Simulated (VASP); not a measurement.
AlN, 4 atoms in the cell. It takes space group P6_3mc (No. 186, hexagonal). The conventional cell has a = 3.089 Å, b = 3.089 Å, c = 4.944 Å, α = 90.00°, β = 90.00°, γ = 120.00°. Al (site symmetry 3m) has 4 N at 1.88 to 1.89 Å within 2.5 Å. Within 2.5 Å of N (site symmetry 3m) lie 4 Al at 1.88 to 1.89 Å. 

```yaml
Program: VASP 6.6.1
Task: single point
Functional: LDA
Potentials_or_basis: VASP PAW LDA potentials, release 64 (Al, N)
Cutoff: 520 eV
k_mesh: 9 × 9 × 6
Occupations: gaussian, width 0.02 eV
Spin: no spin polarisation
Dipole_correction: no
Further_INCAR_settings: ALGO = Normal; EDIFF = 1e-06; NBANDS = 16
```

Potentials or basis: VASP PAW LDA potentials, release 64 (Al, N).

Command:

```sh
$ cat potpaw_LDA.64/Al/POTCAR potpaw_LDA.64/N/POTCAR > POTCAR
$ mpirun -np 1 vasp_std > vasp.out
```

Hardware: 1 thread of Intel(R) Xeon(R) Platinum 8259CL CPU @ 2.50GHz (Skylake/Cascade Lake), on a shared host.

Question: How long does it take, and how much memory?

Answer: Run time: 34 s on 1 thread of Intel(R) Xeon(R) Platinum 8259CL CPU @ 2.50GHz (Skylake/Cascade Lake), on a shared host, peak memory 0.15 GiB. Counts: scf iterations 12, k points 48.
